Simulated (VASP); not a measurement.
Ga4AsP3, 8 atoms in the cell. It takes space group P-4m2 (No. 115, tetragonal). Conventional cell: a = 3.824 Å, b = 3.824 Å, c = 10.816 Å, α = 90.00°, β = 90.00°, γ = 90.00°. Within 3.1 Å of Ga (site symmetry 2mm) lie 2 As at 2.34 Å and 2 P at 2.34 Å. Within 3.1 Å of Ga (site symmetry 2mm) lie 4 P at 2.34 Å. P (site symmetry -4m2) has 4 Ga at 2.34 Å within 3.1 Å. Within 3.1 Å of P (site symmetry 2mm) lie 4 Ga at 2.34 Å. Within 3.1 Å of As (site symmetry -4m2) lie 4 Ga at 2.34 Å. 

- Program: VASP 6.6.1
- Task: single point
- Functional: PBE
- Potentials or basis: VASP PAW PBE potentials, release 64 (Ga_d, P, As)
- Cutoff: 520 eV
- k mesh: 4 × 4 × 2
- Occupations: gaussian, width 0.1 eV
- Spin: no spin polarisation
- Dipole correction: no
- Further INCAR settings: ALGO = Normal; EDIFF = 1e-06; NBANDS = 46

Potentials or basis: VASP PAW PBE potentials, release 64 (Ga_d, P, As).

Launch:

```console
$ cat potpaw_PBE.64/Ga_d/POTCAR potpaw_PBE.64/P/POTCAR potpaw_PBE.64/As/POTCAR > POTCAR
$ mpirun -np 1 vasp_std > vasp.out
```

Hardware: 1 thread of Intel Xeon 8259CL, on a shared host.

Q: How long does it take, and how much memory?

A: Run time: 2.2 min on 1 thread of Intel Xeon 8259CL, on a shared host, peak memory 0.27 GiB. Counts: scf iterations 14, k points 12.
